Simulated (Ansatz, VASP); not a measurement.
**One calculation of V, two programs**

Contents of INCAR:

```
PREC = Accurate
ENCUT = 500
EDIFF = 1E-6
ISMEAR = 1
SIGMA = 0.05
LREAL = F
LASPH = T
NELM = 200
ALGO = Normal
ISIF = 2
LWAVE = F
LCHARG = T
ISPIN = 2
MAGMOM = 2
LORBIT = 11
LMAXMIX = 4
LDAU = T
LDAUTYPE = 2
LDAUL = 2
LDAUU = 6.7
LDAUJ = 0
LDAUPRINT = 1
GGA = PE
LELF = T
LVHAR = T
NBANDS = 16
GGA_COMPAT = F
```

The input KPOINTS:

```
Automatic mesh
0
Gamma
  13 13 13
```

The input POSCAR:

```
V
1.0
   -1.5084600000      1.5084600000      1.5084600000
    1.5084600000     -1.5084600000      1.5084600000
    1.5084600000      1.5084600000     -1.5084600000
V
1
Direct
    0.0000000000      0.0000000000      0.0000000000
```

Input for Ansatz:

```yaml
crystal:
  lattice:
    - [-1.50846, 1.50846, 1.50846]
    - [1.50846, -1.50846, 1.50846]
    - [1.50846, 1.50846, -1.50846]
  atoms:
    - { symbol: V, position: [0.0, 0.0, 0.0], spin: 2.0 }
magnetization:
  spin_polarized: true
hamiltonian:
  xc: pbe
  pseudopotentials: { kind: paw }
  hubbard: { sites: [{ species: V, l: d, u_eff: 6.7 }] }
basis:
  ecutwfc: 420
kpoints:
  mp_grid: { grid: [13, 13, 13] }
scf:
  occupations: { method: cold, width: 0.05 }
  lower_state_search: "off"
  max_iter: 60
output:
  forces: true
  stress: true
```

Alike in both runs: task single point; functional PBE; k mesh 13 × 13 × 13; collinear spin; Hubbard terms V d U = 6.7 eV.

```csv
,VASP,Ansatz
version,VASP 6.6.1,Ansatz 0.2.0
potentials or method,"VASP PAW PBE potentials, release 64 (V_sv), cutoff 500 eV","PAW, plane waves, scalar-relativistic"
occupations,"methfessel-paxton of order 1, width 0.05 eV","cold, width 0.05 eV"
valence electrons in the cell,13,13
```

```csv
,VASP,Ansatz,Ansatz less VASP
net moment per atom (μB),2.45,2.52,+0.066
size of the moment on the site where the two differ most (μB),2.28,2.20,-0.079
```

Site moments also hang on the region over which each program counts them. The programs project onto different local orbitals, so the same U acts differently, and such runs can settle in different states. Ansatz's warnings: filled band counts differ across k points, stability check not made.
